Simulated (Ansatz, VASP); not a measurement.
# One calculation of W, two programs

INCAR

```
SYSTEM = W
PREC = Accurate
ENCUT = 520
EDIFF = 1E-6
ISMEAR = -1
SIGMA = 0.05
LREAL = .False.
LASPH = .True.
NELM = 60
ALGO = Normal
ISIF = 2
LWAVE = .False.
LCHARG = .False.
GGA = CA
NBANDS = 13
```

KPOINTS

```
Automatic mesh
0
Gamma
  14 14 14
  0 0 0
```

File POSCAR:

```
W
1.0
    0.0000000000      2.0025642044      2.0025642044
    2.0025642044      0.0000000000      2.0025642044
    2.0025642044      2.0025642044      0.0000000000
W
1
Direct
    0.0000000000      0.0000000000      0.0000000000
```

Input for Ansatz:

```yaml
crystal:
  lattice:
    - [0.0, 2.0025642044, 2.0025642044]
    - [2.0025642044, 0.0, 2.0025642044]
    - [2.0025642044, 2.0025642044, 0.0]
  atoms:
    - { symbol: W, position: [0.0, 0.0, 0.0] }
kpoints:
  mp_grid: { grid: [14, 14, 14] }
  band_path:
    path:
      - [0.0, 0.0, 0.0]
      - [0.5, 0.0, 0.5]
      - [0.625, 0.25, 0.625]
      - [0.375, 0.375, 0.75]
      - [0.0, 0.0, 0.0]
      - [0.5, 0.5, 0.5]
      - [0.5, 0.25, 0.75]
      - [0.5, 0.0, 0.5]
    npoints: 5
scf:
  occupations: { method: fermi_dirac, width: 0.05 }
hamiltonian:
  xc: lda
  pseudopotentials: { kind: all_electron, lapw: { basis_error: 0.00025 } }
output:
  forces: true
  stress: true
  eigenvalues: true
```

Change from the starting cell: volume scaled by 0.96.

Alike in both runs: task single point; functional LDA; k mesh 14 × 14 × 14; occupations fermi-dirac, width 0.05 eV; no spin polarisation.

```csv
,VASP,Ansatz
version,VASP 6.6.1,Ansatz 0.2.0
potentials or method,"VASP PAW LDA potentials, release 64 (W_sv), cutoff 520 eV","all-electron LAPW, scalar-relativistic"
```

Ansatz gave:

| Property | Result |
| --- | --- |
| pressure (GPa) | -7.0 |

Task: Estimate VASP's values.

Result: Pressure (GPa): -5.4.

LDA's correlation is that of Perdew and Zunger in VASP and of Perdew and Wang (1992) in Ansatz. Ansatz ran all-electron here, and VASP with PAW potentials.

Spin-orbit coupling is off throughout.
